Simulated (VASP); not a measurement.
# KCl (Fm-3m) in VASP: a series of runs

KCl is run at these levels: PBE, PBEsol, LDA; tasks: relaxation of cell and atoms.

Program: VASP 6.6.1. These are calculated values, not measurements. Logs are shortened: lines on timing, memory, paths and dates and some standing lists are left out, and cuts for length are marked.

**1. The cell of the first run**

Symmetry: Fm-3m, No. 225, cubic system. The conventional cell has a = 6.284 Å, b = 6.284 Å, c = 6.284 Å, α = 90.00°, β = 90.00°, γ = 90.00°. Within 4.1 Å of K (site symmetry m-3m) lie 6 Cl at 3.14 Å. Cl (site symmetry m-3m) has 6 K at 3.14 Å within 4.1 Å.

**2. Relaxation of cell and atoms, PBE**

INCAR reads:

```
SYSTEM = KCl
PREC     = Accurate       ! precision mode
ENCUT    = 600            ! plane-wave cutoff, eV
EDIFF    = 1E-6           ! SCF threshold, eV
ISMEAR   = -1             ! smearing method
SIGMA    = 0.02           ! smearing width, eV
LREAL    = .False.        ! projectors in reciprocal space
LASPH    = .True.         ! aspherical terms in the spheres
NELM     = 80             ! most SCF steps
ALGO     = Normal         ! electronic algorithm
ISIF     = 3              ! what is computed and relaxed
LWAVE    = .False.        ! write WAVECAR
LCHARG   = .False.        ! write CHGCAR
GGA      = PE             ! functional
IBRION   = 2              ! ionic algorithm
NSW      = 80             ! ionic steps
EDIFFG   = -0.005         ! ionic threshold
```

KPOINTS reads:

```
regular mesh
0
Gamma
  6 6 6
  0 0 0
```

POSCAR reads:

```
KCl
1.0
    0.0000000000      3.1418713000      3.1418713000
    3.1418713000      0.0000000000      3.1418713000
    3.1418713000      3.1418713000      0.0000000000
K Cl
1 1
Direct
    0.0000000000      0.0000000000      0.0000000000
    0.5000000000      0.5000000000      0.5000000000
```

Potentials or basis: VASP PAW PBE potentials, release 64 (K_sv, Cl).

Command:

```bash
$ cat potpaw_PBE.64/K_sv/POTCAR potpaw_PBE.64/Cl/POTCAR > POTCAR
$ mpirun -np 1 vasp_std > vasp.out
```

OUTCAR:

```text
SYSTEM = KCl
   PREC = Accurate
   ENCUT = 600
   EDIFF = 1E-6
   ISMEAR = -1
   LREAL = .False.
   LASPH = .True.
   NELM = 80
   ISIF = 3
   GGA = PE
   IBRION = 2
   NSW = 80
   EDIFFG = -0.005

 ion  position               nearest neighbor table
   1  0.000  0.000  0.000-   2 3.14   2 3.14   2 3.14   2 3.14   2 3.14   2 3.14
   2  0.500  0.500  0.500-   1 3.14   1 3.14   1 3.14   1 3.14   1 3.14   1 3.14

  LATTYP: Found a face centered cubic cell.
 ALAT       =     6.2837426000

  Lattice vectors:

 A1 = (   0.0000000000,   3.1418713000,   3.1418713000)
 A2 = (   3.1418713000,   0.0000000000,   3.1418713000)
 A3 = (   3.1418713000,   3.1418713000,   0.0000000000)

Analysis of symmetry for initial positions (statically):
=====================================================================
 Subroutine PRICEL returns:
 Original cell was already a primitive cell.

 Routine SETGRP: Setting up the symmetry group for a
 face centered cubic supercell.

 Subroutine GETGRP returns: Found 48 space group operations
 (whereof 48 operations were pure point group operations)
 out of a pool of 48 trial point group operations.

The static configuration has the point symmetry O_h .

Analysis of symmetry for dynamics (positions and initial velocities):
=====================================================================
 Subroutine PRICEL returns:
 Original cell was already a primitive cell.

 Routine SETGRP: Setting up the symmetry group for a
 face centered cubic supercell.

 Subroutine GETGRP returns: Found 48 space group operations
 (whereof 48 operations were pure point group operations)
 out of a pool of 48 trial point group operations.

The dynamic configuration has the point symmetry O_h .

 Subroutine INISYM returns: Found 48 space group operations
 (whereof 48 operations are pure point group operations),
 and found     1 'primitive' translations

----------------------------------------------------------------------------------------

                                     Primitive cell

  volume of cell :      62.0291

  direct lattice vectors                    reciprocal lattice vectors
     0.000000000  3.141871300  3.141871300    -0.159140828  0.159140828  0.159140828
     3.141871300  0.000000000  3.141871300     0.159140828 -0.159140828  0.159140828
     3.141871300  3.141871300  0.000000000     0.159140828  0.159140828 -0.159140828

  length of vectors
     4.443277004  4.443277004  4.443277004     0.275640000  0.275640000  0.275640000

  position of ions in fractional coordinates (direct lattice)
     0.000000000  0.000000000  0.000000000
     0.500000000  0.500000000  0.500000000

  ion indices of the primitive-cell ions
   primitive index   ion index
                 1           1
                 2           2

----------------------------------------------------------------------------------------

 KPOINTS: regular mesh

Automatic generation of k-mesh.
 Grid dimensions read from file:
 generate k-points for:    6    6    6

 Generating k-lattice:

  Cartesian coordinates                     Fractional coordinates (reciprocal lattice)
    -0.026523471  0.026523471  0.026523471     0.166666667  0.000000000  0.000000000
     0.026523471 -0.026523471  0.026523471     0.000000000  0.166666667  0.000000000
     0.026523471  0.026523471 -0.026523471     0.000000000  0.000000000  0.166666667

  Length of vectors
     0.045940000  0.045940000  0.045940000

  Shift w.r.t. Gamma in fractional coordinates (k-lattice)
     0.000000000  0.000000000  0.000000000

 Subroutine IBZKPT returns following result:
 ===========================================

 Found     16 irreducible k-points:

 Following reciprocal coordinates:
            Coordinates               Weight
  0.000000  0.000000  0.000000      1.000000
  0.166667  0.000000  0.000000      8.000000
  0.333333  0.000000  0.000000      8.000000
  0.500000  0.000000  0.000000      4.000000
  0.166667  0.166667  0.000000      6.000000
  0.333333  0.166667  0.000000     24.000000
[... 8 lines left out ...]
 -0.333333  0.333333  0.166667     24.000000
 -0.333333  0.500000  0.166667     12.000000
   k-points           NKPTS =     16   k-points in BZ     NKDIM =     16   number of bands    NBANDS=     12
   number of dos      NEDOS =    301   number of ions     NIONS =      2
   total plane-waves  NPLWV =  46656
   dimension x,y,z NGX =    36 NGY =   36 NGZ =   36
   dimension x,y,z NGXF=    72 NGYF=   72 NGZF=   72
   ions per type =               1   1
   NGX,Y,Z   is equivalent  to a cutoff of  13.47, 13.47, 13.47 a.u.
   NGXF,Y,Z  is equivalent  to a cutoff of  26.94, 26.94, 26.94 a.u.
 SYSTEM =  KCl
   PREC   = accura    normal or accurate (medium, high low for compatibility)
   ISTART =      0    job   : 0-new  1-cont  2-samecut
   ICHARG =      2    charge: 1-file 2-atom 10-const
   ISPIN  =      1    spin polarized calculation?
   LNONCOLLINEAR =      F non collinear calculations
   LSORBIT =      F    spin-orbit coupling
   LASPH  =      T    aspherical Exc in radial PAW
   ENCUT  =  600.0 eV  44.10 Ry    6.64 a.u.   8.87  8.87  8.87*2*pi/ulx,y,z
   NELM   =     80;   NELMIN=  2; NELMDL= -5     # of ELM steps
   EDIFF  = 0.1E-05   stopping-criterion for ELM
   LREAL  =      F    real-space projection
   EDIFFG = -.5E-02   stopping-criterion for IOM
   NSW    =     80    number of steps for IOM
   IBRION =      2    ionic relax: 0-MD 1-quasi-New 2-CG
   NFREE  =      1    steps in history (QN), initial steepest desc. (CG)
   ISIF   =      3    stress and relaxation
   ISYM   =      2    0-nonsym 1-usesym 2-fastsym
   POTIM  = 0.5000    time-step for ionic-motion
   TEBEG  =    0.0;   TEEND  =   0.0 temperature during run
   PSTRESS=    0.0 pullay stress
   NELECT =      16.0000    total number of electrons
   NUPDOWN=      -1.0000    fix difference up-down
   EMIN   =  10.00;   EMAX   =-10.00  energy-range for DOS
   EFERMI =   0.00;   METHOD = LEGACY
   ISMEAR =    -1;   SIGMA  =   0.02  broadening in eV -4-tet -1-fermi 0-gaus
   EFERMI_NEDOS =   21; number of points for ismear=-14 and -15
   IALGO  =     38    algorithm
   IMIX   =      4    mixing-type and parameters
     AMIX     =   0.40;   BMIX     =  1.00
     AMIX_MAG =   1.60;   BMIX_MAG =  1.00
  volume/ion in A,a.u.               =      31.01       209.30
  Fermi-wavevector in a.u.,A,eV,Ry     =   1.042117  1.969315 14.776031  1.086008
  Thomas-Fermi vector in A             =   2.176768
   LORBIT       =      0    0 simple, 1 ext, 2 COOP (PROOUT), +10 PAW based schemes
   GGA     = PE    functional components
   LHFCALC =     F    Hartree Fock is set to
   AEXX    =    0.0000 exact exchange contribution
   IVDW    =     0    specifies the selected vdW correction
   LEPSILON=     F    determine dielectric tensor
   LRPA    =     F    only Hartree local field effects (RPA)
 conjugate gradient relaxation of ions
 non-spin polarized calculation
  energy-cutoff  :      600.00
  volume of cell :       62.03
 maximum number of plane-waves:      2090
   NGX = 17   NGY = 17   NGZ = 17

--------------------------------------- Ionic step        1  -------------------------------------------

 number of electron      16.0000001 magnetization

 Free energy of the ion-electron system (eV)
  ---------------------------------------------------
  ext. energy  EPLUGINS =         0.00000000
  ---------------------------------------------------
  free energy    TOTEN  =        -6.80271494 eV

  energy without entropy =       -6.80271494  energy(sigma->0) =       -6.80271494

------------------------ aborting loop because EDIFF is reached ----------------------------------------

  FORCE on cell =-STRESS in cart. coord.  units (eV):
  Direction    XX          YY          ZZ          XY          YZ          ZX
  --------------------------------------------------------------------------------------
  -------------------------------------------------------------------------------------
  Total        0.3508362      0.3508362      0.3508362      0.0000000      0.0000000      0.0000000
  in kB        9.0619105      9.0619105      9.0619105      0.0000000      0.0000000      0.0000000
  external PRESSURE =       9.0619105 kB  Pullay stress =       0.0000000 kB

 VOLUME and BASIS-vectors are now :
 -----------------------------------------------------------------------------
  energy-cutoff  :      600.00
  volume of cell :       62.03
      direct lattice vectors                 reciprocal lattice vectors
     0.000000000  3.141871300  3.141871300    -0.159140828  0.159140828  0.159140828
     3.141871300  0.000000000  3.141871300     0.159140828 -0.159140828  0.159140828
     3.141871300  3.141871300  0.000000000     0.159140828  0.159140828 -0.159140828
[... 37 lines left out ...]
 POSITION                                       TOTAL-FORCE (eV/Angst)
 -----------------------------------------------------------------------------------
      3.16846      3.16846      6.33692        -0.000000      0.000000     -0.000000
      3.16846      3.16846      3.16846         0.000000     -0.000000      0.000000
 -----------------------------------------------------------------------------------
    total drift:                                0.000000      0.000000      0.000000

  FREE ENERGIE OF THE ION-ELECTRON SYSTEM (eV)
  ---------------------------------------------------
  free  energy   TOTEN  =        -6.8091916995 eV

  energy  without entropy=       -6.8091916995  energy(sigma->0) =       -6.80919170

--------------------------------------- Ionic step        3  -------------------------------------------

 number of electron      15.9999998 magnetization

 Free energy of the ion-electron system (eV)
  ---------------------------------------------------
  ext. energy  EPLUGINS =         0.00000000
  ---------------------------------------------------
  free energy    TOTEN  =        -6.81111757 eV

  energy without entropy =       -6.81111757  energy(sigma->0) =       -6.81111757

 E-fermi :  -1.5907     XC(G=0):  -7.3579

 val. band max:       -2.0139943047   @ k =   0.0000   0.0000   0.0000
 cond. band min:       3.0225997508   @ k =   0.0000   0.0000   0.0000
 fundamental gap:      5.0365940555
 Fermi energy:        -1.5907317689

 k-point     1 :       0.0000    0.0000    0.0000
  band No.  band energies     occupation
      1     -29.3232      2.00000
      2     -14.0828      2.00000
      3     -12.7834      2.00000
      4     -12.7834      2.00000
      5     -12.7834      2.00000
      6      -2.0140      2.00000
      7      -2.0140      2.00000
      8      -2.0140      2.00000
      9       3.0226      0.00000
     10       6.3376      0.00000
     11       6.3376      0.00000
     12       6.3376      0.00000

 k-point     2 :       0.1667    0.0000    0.0000
  band No.  band energies     occupation
      1     -29.3211      2.00000
      2     -14.1302      2.00000
      3     -12.7855      2.00000
      4     -12.7855      2.00000
      5     -12.7243      2.00000
      6      -2.3049      2.00000
      7      -2.0903      2.00000
      8      -2.0903      2.00000
      9       3.6324      0.00000
     10       6.1581      0.00000
     11       6.6663      0.00000
     12       6.6663      0.00000
[... 230 lines left out ...]
 POSITION                                       TOTAL-FORCE (eV/Angst)
 -----------------------------------------------------------------------------------
      0.00000      0.00000     -0.00000        -0.000000      0.000000     -0.000000
      3.19376      3.19376      3.19376         0.000000     -0.000000      0.000000
 -----------------------------------------------------------------------------------
    total drift:                                0.000000      0.000000      0.000000

  FREE ENERGIE OF THE ION-ELECTRON SYSTEM (eV)
  ---------------------------------------------------
  free  energy   TOTEN  =        -6.8111175667 eV

  energy  without entropy=       -6.8111175667  energy(sigma->0) =       -6.81111757

 reached required accuracy - stopping structural energy minimisation
```

Run time: 40 s. Hardware: 1 thread of Intel Xeon Platinum 8488C (Sapphire Rapids), shared host; peak memory 0.22 GiB.

Results:

```yaml
Free_energy: -6.8111 eV
Relaxed_volume: 32.58 Å³/atom
Relaxed_cell: a = 4.517 Å, b = 4.517 Å, c = 4.517 Å, α = 60.00°, β = 60.00°, γ = 60.00°
Space_group_after_relaxing_to_0.1_Å: Fm-3m (No. 225)
Energy_gained_by_relaxing: 4.2 meV/atom
Ionic_steps: 3
Pressure_after_relaxing: 0.0 GPa
Band_gap_on_the_k_mesh: 5.04 eV
```

Step by step:
```
step  energy change (eV)  largest force (eV/Å)  pressure (GPa)  volume (Å³)
   1              0.0000                0.0000            0.91        62.03
   2             -0.0065                0.0000            0.41        63.62
   3             -0.0084                0.0000           -0.01        65.15
```

Final structure:
```
K Cl
1.0
     0.00000    3.19376    3.19376
     3.19376    0.00000    3.19376
     3.19376    3.19376    0.00000
K Cl
1 1
Cartesian
  0.0000 0.0000 0.0000
  3.1938 3.1938 3.1938
```

[end of part 1 of 2]
